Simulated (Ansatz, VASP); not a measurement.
AlAs: VASP beside Ansatz

```
Al As
1.0
     0.00000    2.81140    2.81140
     2.81140    0.00000    2.81140
     2.81140    2.81140    0.00000
Al As
1 1
Direct
  0.00000 0.00000 0.00000
  0.75000 0.75000 0.75000
```

Change from the starting cell: volume scaled by 0.98, crystal datasets.

Alike in both runs: task electric field gradients; functional PBEsol; k mesh 10 × 10 × 10; occupations fermi-dirac, width 0.05 eV; no spin polarisation.

|  | VASP | Ansatz |
| --- | --- | --- |
| version | VASP 6.6.1 | Ansatz 0.2.0 |
| potentials or method | VASP PAW PBE potentials, release 64 (Al, As), cutoff 400 eV | all-electron PAW with datasets made for the crystal, scalar-relativistic |

```csv
,VASP,Ansatz,Ansatz less VASP
pressure (GPa),2.4,2.1,-0.32
```

VASP's potentials were made for PBE, not for PBEsol. Ansatz ran all-electron here, and VASP with PAW potentials.
